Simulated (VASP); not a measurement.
Wanted: the native input for a VASP 6.6.1 run.

- Task: single point
- Functional: PBE
- Potentials or basis: VASP PAW PBE potentials, release 64 (Tb_3, B, Hg), 4f in core
- Cutoff: 500 eV
- k mesh: 4 × 4 × 4
- Occupations: gaussian, width 0.2 eV
- Spin: no spin polarisation
- Dipole correction: no
- Mended: yes
- Further INCAR settings: ALGO = Normal; EDIFF = 1e-06; NBANDS = 26

The structure of TbHgB4 lies in POSCAR:

```
TbHgB4
1.0
    0.0000000000      3.3384143333      3.3384143333
    3.3384143333      0.0000000000      3.3384143333
    3.3384143333      3.3384143333      0.0000000000
Tb B Hg
1 4 1
Direct
    0.2500000000      0.2500000000      0.2500000000
    0.6251345854      0.6251345854      0.1245962438
    0.6251345854      0.6251345854      0.6251345854
    0.1245962438      0.6251345854      0.6251345854
    0.6251345854      0.1245962438      0.6251345854
    0.0000000000      0.0000000000      0.0000000000
```

The cell was built from a structure type or drawn by symmetry, and may not be a known phase.

The input as run:

INCAR

```
SYSTEM = TbHgB4
PREC = Accurate
ENCUT = 500
EDIFF = 1E-6
ISMEAR = 0
SIGMA = 0.2
LREAL = .False.
LASPH = .True.
NELM = 200
ALGO = Normal
ISIF = 2
LWAVE = .False.
LCHARG = .True.
GGA = PE
LELF = .True.
LVHAR = .True.
NBANDS = 26
GGA_COMPAT = .False.
LMAXMIX = 6
```

KPOINTS

```
Automatic mesh
0
Gamma
  4 4 4
  0 0 0
```

Potentials or basis: VASP PAW PBE potentials, release 64 (Tb_3, B, Hg), 4f in core.

Run with:

```console
$ cat potpaw_PBE.64/Tb_3/POTCAR potpaw_PBE.64/B/POTCAR potpaw_PBE.64/Hg/POTCAR > POTCAR
$ mpirun -np 1 vasp_std > vasp.out
```

Results of the run:

```json
{
  "Pressure": "0.2 GPa",
  "Largest force": "0.060 eV/Å",
  "Band gap on the k mesh": "zero (an odd number of electrons rules out a gap without spin polarisation)"
}
```

Caveat: the k points lie up to 0.41 Å⁻¹ apart, too coarse for converged energies and pressures of a metal; spin-orbit coupling is left out, which moves the levels of the heavy elements; the 4f electrons are frozen in the core, so they carry no moment and show no levels.

It took 12 s on 1 thread of AMD EPYC 9R45 96-Core Processor (Zen 5) (shared host), peak memory 0.18 GiB.
